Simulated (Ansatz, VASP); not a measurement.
Ag: VASP beside Ansatz

```
Ag
1.0
     2.87019    0.00000    0.00000
    -1.43509    2.48565    0.00000
     0.00000    0.00000    4.69222
Ag
2
Direct
  0.33333 0.66667 0.25000
  0.66667 0.33333 0.75000
```

Change from the starting cell: volume scaled by 0.94, crystal datasets.

Alike in both runs: task electric field gradients; functional LDA; k mesh 14 × 14 × 8; occupations fermi-dirac, width 0.05 eV; no spin polarisation.

```csv
,VASP,Ansatz
version,VASP 6.6.1,Ansatz 0.2.0
potentials or method,"VASP PAW LDA potentials, release 64 (Ag), cutoff 520 eV","all-electron PAW with datasets made for the crystal, scalar-relativistic"
```

|  | VASP | Ansatz | Ansatz less VASP |
| --- | --- | --- | --- |
| pressure (GPa) | -4.9 | -5.0 | -0.15 |
| traceless stress, the component that is largest in VASP (GPa) | -0.18 | -0.16 | +0.017 |
| size of Vzz on the site where it differs most (V/Å²) | 3.5 | 3.8 | +0.30 |

LDA's correlation is that of Perdew and Zunger in VASP and of Perdew and Wang (1992) in Ansatz. Ansatz ran all-electron here, and VASP with PAW potentials.
